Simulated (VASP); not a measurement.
Set up this calculation in VASP 6.6.1, as the native input.

```yaml
Task: single point
Functional: r2SCAN
Potentials_or_basis: VASP PAW PBE potentials, release 64 (Si)
Cutoff: 520 eV
k_mesh: 12 × 12 × 4
Occupations: fermi-dirac, width 0.02 eV
Spin: no spin polarisation
Dipole_correction: no
Further_INCAR_settings: ALGO = Normal; EDIFF = 1e-06; NBANDS = 16
```

The system is Si.

```
Si
1.0
     3.83213    0.00000    0.00000
    -1.91606    3.31872    0.00000
     0.00000    0.00000    6.34122
Si
4
Direct
  0.33333 0.66667 0.00056
  0.66667 0.33333 0.50056
  0.33333 0.66667 0.37444
  0.66667 0.33333 0.87444
```

This isn't the form of Si at room conditions, which is diamond.

These files were run (other wordings do the same):

POSCAR

```
Si
1.0
    3.8321296558      0.0000000000      0.0000000000
   -1.9160648279      3.3187216325      0.0000000000
    0.0000000000      0.0000000000      6.3412164343
Si
4
Direct
    0.3333333333      0.6666666667      0.0005609359
    0.6666666667      0.3333333333      0.5005609359
    0.3333333333      0.6666666667      0.3744390641
    0.6666666667      0.3333333333      0.8744390641
```

INCAR.step1

```
SYSTEM = Si
PREC = Accurate
ENCUT = 520
ISMEAR = -1
SIGMA = 0.02
LREAL = .FALSE.
LASPH = .TRUE.
NELM = 100
NBANDS = 16
GGA = PE
ALGO = Normal
EDIFF = 1E-4
LWAVE = .TRUE.
LCHARG = .FALSE.
```

INCAR.step2

```
SYSTEM = Si
PREC = Accurate
ENCUT = 520
EDIFF = 1E-6
ISMEAR = -1
SIGMA = 0.02
LREAL = .FALSE.
LASPH = .TRUE.
NELM = 100
ALGO = Normal
ISIF = 2
LWAVE = .FALSE.
LCHARG = .FALSE.
METAGGA = R2SCAN
LMIXTAU = .TRUE.
NBANDS = 16
ISTART = 1
```

KPOINTS

```
regular mesh
0
G
  12 12 4
  0 0 0
```

Potentials or basis: VASP PAW PBE potentials, release 64 (Si).

Run with:

```sh
$ cat potpaw_PBE.64/Si/POTCAR > POTCAR
$ cp INCAR.step1 INCAR
$ mpirun -np 1 vasp_std > vasp.out
$ cp INCAR.step2 INCAR
$ mpirun -np 1 vasp_std > vasp.out
```

Results of the run:

```json
{
 "Pressure": "-0.2 GPa",
 "Band gap on the k mesh": "0.62 eV (least direct gap 1.38 eV)"
}
```

Caveat: the PAW data sets were made with another functional, which shifts forces and pressure a little.

Run time: 2.4 min on 1 thread of AMD EPYC 9R45 96-Core Processor (Zen 5) (shared host), peak memory 0.19 GiB.
